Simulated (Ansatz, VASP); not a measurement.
## Two plane-wave programs on EuS

```
Eu S
1.0
     0.00000    0.00000    5.95700
     2.97850    2.97850    0.00000
    -2.97850    2.97850    0.00000
Eu S
2 2
Direct
  0.00000 0.00000 0.00000
  0.50000 0.50000 0.50000
  0.00000 0.50000 0.50000
  0.50000 0.00000 0.00000
```

Alike in both runs: task single point; functional PBE; k mesh 6 × 8 × 8; occupations gaussian, width 0.02 eV; collinear spin; Hubbard terms Eu f U = 3.0 eV.

```csv
,VASP,Ansatz
version,VASP 6.6.1,Ansatz 0.2.0
potentials or method,"VASP PAW PBE potentials, release 64 (Eu, S)","scalar-relativistic, plane waves, PAW"
plane-wave cutoff (eV),600,420
valence electrons in the cell,46,46
```

|  | VASP | Ansatz | Ansatz less VASP |
| --- | --- | --- | --- |
| net moment per atom (μB) | 0.00 | 0.00 | 0.000 |
| size of the moment on the site where the two differ most (μB) | 6.66 | 6.83 | +0.169 |

Site moments also hang on the region over which each program counts them. The programs project onto different local orbitals, so the same U acts differently, and such runs can settle in different states. Ansatz's warnings: stability check not made.

Neither program's run includes spin-orbit coupling.
